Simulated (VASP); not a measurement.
# K2S (Fm-3m) in VASP: further runs, part 2 of 2

VASP 6.6.1. The steps go on from the part before.

### 3 Single point, PBE (volume changed by -3%)

INCAR reads:

```
PREC = Accurate
ENCUT = 500
EDIFF = 1E-6
ISMEAR = 0
SIGMA = 0.01
LREAL = F
LASPH = T
NELM = 120
ALGO = Normal
ISIF = 2
LWAVE = F
LCHARG = F
GGA = PE
NBANDS = 19
GGA_COMPAT = F
```

KPOINTS reads:

```
Automatic mesh
0
Gamma
  6 6 6
```

POSCAR reads:

```
K2S
1.0
    0.0000000000      3.6918181648      3.6918181648
    3.6918181648      0.0000000000      3.6918181648
    3.6918181648      3.6918181648      0.0000000000
S K
1 2
Direct
    0.0000000000      0.0000000000      0.0000000000
    0.2500000000      0.2500000000      0.2500000000
    0.7500000000      0.7500000000      0.7500000000
```

Potentials or basis: VASP PAW PBE potentials, release 64 (S, K_sv).

Started as:

```
$ cat potpaw_PBE.64/S/POTCAR potpaw_PBE.64/K_sv/POTCAR > POTCAR
$ mpirun -np 1 vasp_std > vasp.out
```

OUTCAR:

```text
PREC = Accurate
   ENCUT = 500
   EDIFF = 1E-6
   ISMEAR = 0
   LREAL = F
   LASPH = T
   NELM = 120
   ISIF = 2
   GGA = PE

 ion  position               nearest neighbor table
   1  0.000  0.000  0.000-   3 3.20   3 3.20   3 3.20   2 3.20   2 3.20   2 3.20   3 3.20   2 3.20

   2  0.250  0.250  0.250-   1 3.20   1 3.20   1 3.20   1 3.20   3 3.69   3 3.69   3 3.69   3 3.69
                             3 3.69   3 3.69
   3  0.750  0.750  0.750-   1 3.20   1 3.20   1 3.20   1 3.20   2 3.69   2 3.69   2 3.69   2 3.69
                             2 3.69   2 3.69

  LATTYP: Found a face centered cubic cell.
 ALAT       =     7.3836363296

  Lattice vectors:

 A1 = (   0.0000000000,   3.6918181648,   3.6918181648)
 A2 = (   3.6918181648,   0.0000000000,   3.6918181648)
 A3 = (   3.6918181648,   3.6918181648,   0.0000000000)

Analysis of symmetry for initial positions (statically):
=====================================================================
 Subroutine PRICEL returns:
 Original cell was already a primitive cell.

 Routine SETGRP: Setting up the symmetry group for a
 face centered cubic supercell.

 Subroutine GETGRP returns: Found 48 space group operations
 (whereof 48 operations were pure point group operations)
 out of a pool of 48 trial point group operations.

The static configuration has the point symmetry O_h .

Analysis of symmetry for dynamics (positions and initial velocities):
=====================================================================
 Subroutine PRICEL returns:
 Original cell was already a primitive cell.

 Routine SETGRP: Setting up the symmetry group for a
 face centered cubic supercell.

 Subroutine GETGRP returns: Found 48 space group operations
 (whereof 48 operations were pure point group operations)
 out of a pool of 48 trial point group operations.

The dynamic configuration has the point symmetry O_h .

 Subroutine INISYM returns: Found 48 space group operations
 (whereof 48 operations are pure point group operations),
 and found     1 'primitive' translations

----------------------------------------------------------------------------------------

                                     Primitive cell

  volume of cell :     100.6354

  direct lattice vectors                    reciprocal lattice vectors
     0.000000000  3.691818165  3.691818165    -0.135434623  0.135434623  0.135434623
     3.691818165  0.000000000  3.691818165     0.135434623 -0.135434623  0.135434623
     3.691818165  3.691818165  0.000000000     0.135434623  0.135434623 -0.135434623

  length of vectors
     5.221019318  5.221019318  5.221019318     0.234579648  0.234579648  0.234579648

  position of ions in fractional coordinates (direct lattice)
     0.000000000  0.000000000  0.000000000
     0.250000000  0.250000000  0.250000000
     0.750000000  0.750000000  0.750000000

  ion indices of the primitive-cell ions
   primitive index   ion index
                 1           1
                 2           2
                 3           3

----------------------------------------------------------------------------------------

 KPOINTS: Automatic mesh

Automatic generation of k-mesh.
 Grid dimensions read from file:
 generate k-points for:    6    6    6

 Generating k-lattice:

  Cartesian coordinates                     Fractional coordinates (reciprocal lattice)
    -0.022572437  0.022572437  0.022572437     0.166666667  0.000000000  0.000000000
     0.022572437 -0.022572437  0.022572437     0.000000000  0.166666667  0.000000000
     0.022572437  0.022572437 -0.022572437     0.000000000  0.000000000  0.166666667

  Length of vectors
     0.039096608  0.039096608  0.039096608

  Shift w.r.t. Gamma in fractional coordinates (k-lattice)
     0.000000000  0.000000000  0.000000000

 Subroutine IBZKPT returns following result:
 ===========================================

 Found     16 irreducible k-points:

 Following reciprocal coordinates:
            Coordinates               Weight
  0.000000  0.000000  0.000000      1.000000
  0.166667  0.000000  0.000000      8.000000
  0.333333  0.000000  0.000000      8.000000
  0.500000  0.000000  0.000000      4.000000
  0.166667  0.166667  0.000000      6.000000
  0.333333  0.166667  0.000000     24.000000
[... 8 lines left out ...]
 -0.333333  0.333333  0.166667     24.000000
 -0.333333  0.500000  0.166667     12.000000
   k-points           NKPTS =     16   k-points in BZ     NKDIM =     16   number of bands    NBANDS=     19
   number of dos      NEDOS =    301   number of ions     NIONS =      3
   total plane-waves  NPLWV =  64000
   dimension x,y,z NGX =    40 NGY =   40 NGZ =   40
   dimension x,y,z NGXF=    80 NGYF=   80 NGZF=   80
   ions per type =               1   2
   NGX,Y,Z   is equivalent  to a cutoff of  12.74, 12.74, 12.74 a.u.
   NGXF,Y,Z  is equivalent  to a cutoff of  25.47, 25.47, 25.47 a.u.
 SYSTEM =  unknown system
   PREC   = accura    normal or accurate (medium, high low for compatibility)
   ISTART =      0    job   : 0-new  1-cont  2-samecut
   ICHARG =      2    charge: 1-file 2-atom 10-const
   ISPIN  =      1    spin polarized calculation?
   LNONCOLLINEAR =      F non collinear calculations
   LSORBIT =      F    spin-orbit coupling
   LASPH  =      T    aspherical Exc in radial PAW
   ENCUT  =  500.0 eV  36.75 Ry    6.06 a.u.   9.52  9.52  9.52*2*pi/ulx,y,z
   NELM   =    120;   NELMIN=  2; NELMDL= -5     # of ELM steps
   EDIFF  = 0.1E-05   stopping-criterion for ELM
   LREAL  =      F    real-space projection
   EDIFFG = 0.1E-04   stopping-criterion for IOM
   NSW    =      0    number of steps for IOM
   IBRION =     -1    ionic relax: 0-MD 1-quasi-New 2-CG
   NFREE  =      0    steps in history (QN), initial steepest desc. (CG)
   ISIF   =      2    stress and relaxation
   ISYM   =      2    0-nonsym 1-usesym 2-fastsym
   POTIM  = 0.5000    time-step for ionic-motion
   TEBEG  =    0.0;   TEEND  =   0.0 temperature during run
   PSTRESS=    0.0 pullay stress
   NELECT =      24.0000    total number of electrons
   NUPDOWN=      -1.0000    fix difference up-down
   EMIN   =  10.00;   EMAX   =-10.00  energy-range for DOS
   EFERMI =   0.00;   METHOD = LEGACY
   ISMEAR =     0;   SIGMA  =   0.01  broadening in eV -4-tet -1-fermi 0-gaus
   EFERMI_NEDOS =   21; number of points for ismear=-14 and -15
   IALGO  =     38    algorithm
   IMIX   =      4    mixing-type and parameters
     AMIX     =   0.40;   BMIX     =  1.00
     AMIX_MAG =   1.60;   BMIX_MAG =  1.00
  volume/ion in A,a.u.               =      33.55       226.37
  Fermi-wavevector in a.u.,A,eV,Ry     =   1.015223  1.918494 14.023232  1.030679
  Thomas-Fermi vector in A             =   2.148497
   LORBIT       =      0    0 simple, 1 ext, 2 COOP (PROOUT), +10 PAW based schemes
   GGA     = PE    functional components
   LHFCALC =     F    Hartree Fock is set to
   AEXX    =    0.0000 exact exchange contribution
   IVDW    =     0    specifies the selected vdW correction
   LEPSILON=     F    determine dielectric tensor
   LRPA    =     F    only Hartree local field effects (RPA)
 non-spin polarized calculation
 Gauss-broadening in eV      SIGMA  =   0.01
  energy-cutoff  :      500.00
  volume of cell :      100.64
 maximum number of plane-waves:      2637
 NGX is ok and might be reduce to    40
   NGX = 19   NGY = 19   NGZ = 19

 number of electron      23.9999996 magnetization

 Free energy of the ion-electron system (eV)
  ---------------------------------------------------
  ext. energy  EPLUGINS =         0.00000000
  ---------------------------------------------------
  free energy    TOTEN  =        -9.41325366 eV

  energy without entropy =       -9.41325366  energy(sigma->0) =       -9.41325366

 E-fermi :  -0.2732     XC(G=0):  -7.3690

 val. band max:       -0.3182413315   @ k =   0.5000   0.5000   0.0000
 cond. band min:       2.0835854253   @ k =   0.0000   0.0000   0.0000
 fundamental gap:      2.4018267568
 Fermi energy:        -0.2732023049

 k-point     1 :       0.0000    0.0000    0.0000
  band No.  band energies     occupation
      1     -29.5220      2.00000
      2     -29.4369      2.00000
      3     -13.1187      2.00000
      4     -13.1187      2.00000
      5     -13.1187      2.00000
      6     -12.8755      2.00000
[... 11 lines left out ...]
     18       7.1840      0.00000
     19       8.1293      0.00000
[... 313 lines left out ...]
      3     -13.3106      2.00000
      4     -13.2015      2.00000
      5     -13.0986      2.00000
      6     -12.9265      2.00000
[... 11 lines left out ...]
     18       7.2413      0.00000
     19       7.5534      0.00000

------------------------ aborting loop because EDIFF is reached ----------------------------------------

  FORCE on cell =-STRESS in cart. coord.  units (eV):
  Direction    XX          YY          ZZ          XY          YZ          ZX
  --------------------------------------------------------------------------------------
  -------------------------------------------------------------------------------------
  Total        0.4151835      0.4151835      0.4151835      0.0000000      0.0000000     -0.0000000
  in kB        6.6099742      6.6099742      6.6099742      0.0000000      0.0000000     -0.0000000
  external PRESSURE =       6.6099742 kB  Pullay stress =       0.0000000 kB

 VOLUME and BASIS-vectors are now :
 -----------------------------------------------------------------------------
  energy-cutoff  :      500.00
  volume of cell :      100.64
      direct lattice vectors                 reciprocal lattice vectors
     0.000000000  3.691818165  3.691818165    -0.135434623  0.135434623  0.135434623
     3.691818165  0.000000000  3.691818165     0.135434623 -0.135434623  0.135434623
     3.691818165  3.691818165  0.000000000     0.135434623  0.135434623 -0.135434623

 POSITION                                       TOTAL-FORCE (eV/Angst)
 -----------------------------------------------------------------------------------
      0.00000      0.00000      0.00000        -0.000000      0.000000     -0.000000
      1.84591      1.84591      1.84591        -0.000000     -0.000000     -0.000000
      5.53773      5.53773      5.53773         0.000000      0.000000      0.000000
 -----------------------------------------------------------------------------------
    total drift:                               -0.000000     -0.000000      0.000000

  FREE ENERGIE OF THE ION-ELECTRON SYSTEM (eV)
  ---------------------------------------------------
  free  energy   TOTEN  =        -9.4132536614 eV

  energy  without entropy=       -9.4132536614  energy(sigma->0) =       -9.41325366
```

stdout:

```text
POSCAR found type information on POSCAR S K
 POSCAR found :  2 types and       3 ions
 scaLAPACK will be used
 LDA part: xc-table for (Slater+PW92), standard interpolation
 POSCAR, INCAR and KPOINTS ok, starting setup
 FFT: planning ... GRIDC
 FFT: planning ... GRID_SOFT
 FFT: planning ... GRID
 WAVECAR not read
 entering main loop
```

It took 28 s on 1 thread of AMD EPYC 9R45 (Zen 5), shared host; peak memory 0.2 GiB.

Results:

```yaml
Free_energy: -9.4133 eV
Pressure: 0.7 GPa
Band_gap_on_the_k_mesh: 2.40 eV, indirect (least direct gap 2.60 eV)
```

Caveat: the cell differs from its parent crystal (volume changed by -3%). A k mesh can miss the band edges.

### 4 Single point, PBE

This run uses another cell than the first one, of 33.84 Å³/atom, 1.041 times its volume.

INCAR reads:

```
SYSTEM = K2S
ALGO = Normal ; EDIFF = 1E-6
ENCUT = 500 ; GGA = PE
GGA_COMPAT = .FALSE. ; ISIF = 2
ISMEAR = 0 ; LASPH = .TRUE.
LCHARG = .FALSE. ; LREAL = .FALSE.
LWAVE = .FALSE. ; NBANDS = 19
NELM = 120 ; PREC = Accurate
SIGMA = 0.01
```

KPOINTS reads:

```
k-points
0
G
  6 6 6
  0 0 0
```

POSCAR reads:

```
K2S
1.0
    0.0000000000      3.7027568457      3.7027568457
    3.7027568457      0.0000000000      3.7027568457
    3.7027568457      3.7027568457      0.0000000000
S K
1 2
Direct
    0.0000000000      0.0000000000      0.0000000000
    0.2500000000      0.2500000000      0.2500000000
    0.7500000000      0.7500000000      0.7500000000
```

Potentials or basis: VASP PAW PBE potentials, release 64 (S, K_sv).

Started as:

```
$ cat potpaw_PBE.64/S/POTCAR potpaw_PBE.64/K_sv/POTCAR > POTCAR
$ mpirun -np 1 vasp_std > vasp.out
```

OUTCAR:

```text
SYSTEM = K2S
   EDIFF = 1E-6
   ENCUT = 500
   GGA = PE
   ISIF = 2
   ISMEAR = 0
   LASPH = .TRUE.
   LREAL = .FALSE.
   NELM = 120
   PREC = Accurate

 ion  position               nearest neighbor table
   1  0.000  0.000  0.000-   3 3.21   3 3.21   3 3.21   2 3.21   3 3.21   2 3.21   2 3.21   2 3.21

   2  0.250  0.250  0.250-   1 3.21   1 3.21   1 3.21   1 3.21   3 3.70   3 3.70   3 3.70   3 3.70
                             3 3.70   3 3.70
   3  0.750  0.750  0.750-   1 3.21   1 3.21   1 3.21   1 3.21   2 3.70   2 3.70   2 3.70   2 3.70
                             2 3.70   2 3.70

  LATTYP: Found a face centered cubic cell.
 ALAT       =     7.4055136914

  Lattice vectors:

 A1 = (   0.0000000000,   3.7027568457,   3.7027568457)
 A2 = (   3.7027568457,   0.0000000000,   3.7027568457)
 A3 = (   3.7027568457,   3.7027568457,   0.0000000000)

Analysis of symmetry for initial positions (statically):
=====================================================================
 Subroutine PRICEL returns:
 Original cell was already a primitive cell.

[... 160 lines left out ...]

  energy without entropy =       -9.41661440  energy(sigma->0) =       -9.41661440

 E-fermi :  -0.2372     XC(G=0):  -7.3364

 val. band max:       -0.3479850272   @ k =   0.5000   0.5000   0.0000
 cond. band min:       2.0309416157   @ k =   0.0000   0.0000   0.0000
 fundamental gap:      2.3789266429
 Fermi energy:        -0.2372261416

 k-point     1 :       0.0000    0.0000    0.0000
  band No.  band energies     occupation
      1     -29.5687      2.00000
      2     -29.4865      2.00000
      3     -13.1625      2.00000
      4     -13.1625      2.00000
      5     -13.1625      2.00000
      6     -12.9252      2.00000
[... 329 lines left out ...]
      6     -12.9749      2.00000
[... 11 lines left out ...]
     18       7.1823      0.00000
     19       7.4690      0.00000

------------------------ aborting loop because EDIFF is reached ----------------------------------------

  FORCE on cell =-STRESS in cart. coord.  units (eV):
  Direction    XX          YY          ZZ          XY          YZ          ZX
  --------------------------------------------------------------------------------------
  -------------------------------------------------------------------------------------
  Total        0.2997105      0.2997105      0.2997105      0.0000000     -0.0000000     -0.0000000
  in kB        4.7294093      4.7294093      4.7294093      0.0000000     -0.0000000     -0.0000000
  external PRESSURE =       4.7294093 kB  Pullay stress =       0.0000000 kB

 VOLUME and BASIS-vectors are now :
 -----------------------------------------------------------------------------
  energy-cutoff  :      500.00
  volume of cell :      101.53
      direct lattice vectors                 reciprocal lattice vectors
     0.000000000  3.702756846  3.702756846    -0.135034522  0.135034522  0.135034522
     3.702756846  0.000000000  3.702756846     0.135034522 -0.135034522  0.135034522
     3.702756846  3.702756846  0.000000000     0.135034522  0.135034522 -0.135034522

 POSITION                                       TOTAL-FORCE (eV/Angst)
 -----------------------------------------------------------------------------------
      0.00000      0.00000      0.00000         0.000000      0.000000      0.000000
      1.85138      1.85138      1.85138         0.000000      0.000000      0.000000
      5.55414      5.55414      5.55414        -0.000000     -0.000000     -0.000000
 -----------------------------------------------------------------------------------
    total drift:                               -0.000000     -0.000000      0.000000

  FREE ENERGIE OF THE ION-ELECTRON SYSTEM (eV)
  ---------------------------------------------------
  free  energy   TOTEN  =        -9.4166144008 eV

  energy  without entropy=       -9.4166144008  energy(sigma->0) =       -9.41661440
```

Run time: 28 s. Hardware: 1 thread of AMD EPYC 9R45 (Zen 5), shared host; peak memory 0.2 GiB.

Results:

- Free energy: -9.4166 eV
- Pressure: 0.5 GPa
- Band gap on the k mesh: 2.38 eV, indirect (least direct gap 2.57 eV)

A k mesh can miss the band edges.

### 5 Summary

| cell | gap on the mesh (eV) | pressure (GPa) |
| --- | --- | --- |
| a = 5.167 Å, angles 60.0°, 3 atoms | 2.48 | 1.4 |
| a = 5.221 Å, angles 60.0°, 3 atoms | 2.40 | 0.7 |
| a = 5.236 Å, angles 60.0°, 3 atoms | 2.38 | 0.5 |

Alike in all rows: task single point; level PBE; potentials or basis VASP PAW PBE potentials, release 64 (S, K_sv); no spin polarisation; k mesh 6 × 6 × 6; cutoff (eV) 500; smearing gaussian 0.01 eV.

Absolute energies hang on the potentials; compare differences alone.
